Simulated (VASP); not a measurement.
Runs of VASP 6.6.1 on Hf. The structure is that of space group P6/mmm (No. 191), or close to it. The cells are those of the table. 

```csv
cell,k mesh,gap on the mesh (eV),pressure (GPa)
"a = 4.392, b = 4.392, c = 2.724 Å, angles 90.0, 90.0, 120.0°, 3 atoms",10 × 10 × 14,none,81.2
"a = 4.994, b = 4.994, c = 3.099 Å, angles 90.0, 90.0, 120.0°, 3 atoms",10 × 10 × 12,none,-0.5
"a = 4.706, b = 4.706, c = 2.931 Å, angles 90.0, 90.0, 120.0°, 3 atoms",10 × 10 × 14,none,(b)
"a = 4.926, b = 4.926, c = 3.057 Å, angles 90.0, 90.0, 120.0°, 3 atoms",10 × 10 × 14,none,(a)
"a = 4.473, b = 4.473, c = 2.781 Å, angles 90.0, 90.0, 120.0°, 3 atoms",10 × 10 × 14,none,62.5
```

Alike in all rows: task single point; level PBE; potentials or basis VASP PAW PBE potentials, release 64 (Hf_pv); no spin polarisation; cutoff (eV) 520; smearing gaussian 0.05 eV.

Question: Estimate the missing entries.

Answer: (a) 4.3; (b) 25.0.

Caveats: spin-orbit coupling is left out, which moves the levels of the heavy elements.

A k mesh can miss the band edges, and the runs leave out spin-orbit coupling on Hf.

A gap of «none» marks levels without a gap at the run's occupations.
